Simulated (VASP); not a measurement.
Input of a VASP 6.6.1 run:

INCAR

```
  PREC = Accurate
  ENCUT = 520
  EDIFF = 1E-6
  ISMEAR = -1
  SIGMA = 0.05
  LREAL = F
  LASPH = T
  NELM = 60
  ALGO = Fast
  ISIF = 2
  LWAVE = F
  LCHARG = T
  GGA = PS
  LELF = T
  LVHAR = T
  NBANDS = 19
```

Contents of KPOINTS:

```
regular mesh
0
Gamma
  11 11 6
```

Contents of POSCAR:

```
Zn
1.0
    2.6700000000     -0.0534000000      0.0000000000
   -1.3812457566      2.3389878281      0.0000000000
    0.0000000000      0.0000000000      4.9660000000
Zn
2
Direct
    0.6666666667      0.3333333333      0.7500000000
    0.3333333333      0.6666666667      0.2500000000
```

Potentials or basis: VASP PAW PBE potentials, release 64 (Zn).

Command:

```console
$ cat potpaw_PBE.64/Zn/POTCAR > POTCAR
$ mpirun -np 1 vasp_std > vasp.out
```

**Question.** Predict the band gap on the k mesh.

**Answer.** Zero (band 12 reaches 4.66 eV, above the bottom of band 13 at -0.18 eV).

**Question.** Predict the largest force.

**Answer.** 0.013 eV/Å.

**Question.** Estimate the pressure.

**Answer.** -4.8 GPa.

Forces in eV/Å, atoms in the order of the input:
```
Zn   0.011 -0.006  0.000
Zn  -0.011  0.006  0.000
```

Caveat: the PAW data sets were made with another functional, which shifts forces and pressure a little.
